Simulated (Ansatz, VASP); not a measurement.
**Ca: VASP beside Ansatz**

```
CELL_PARAMETERS angstrom
0.00000 4.31412 4.31412
4.31412 0.00000 4.31412
4.31412 4.31412 0.00000
ATOMIC_POSITIONS crystal
Ca 0.12500 0.12500 0.12500
Ca 0.87500 0.87500 0.87500
```

Alike in both runs: task single point; functional PBEsol; k mesh 8 × 8 × 8; occupations fermi-dirac, width 0.1 eV; no spin polarisation.

|  | VASP | Ansatz |
| --- | --- | --- |
| version | VASP 6.6.1 | Ansatz 0.2.0 |
| potentials or method | VASP PAW PBE potentials, release 64 (Ca_sv), cutoff 520 eV | plane waves (420 eV) with PAW, scalar-relativistic |
| valence electrons in the cell | 20 | 20 |

|  | VASP | Ansatz | Ansatz less VASP |
| --- | --- | --- | --- |
| pressure (GPa) | -0.3 | -0.3 | +0.01 |

VASP's potentials were made for PBE, not for PBEsol, and Ansatz warns of the same on its side. With one functional, cell and mesh, what is left measures potentials, basis and numerics.
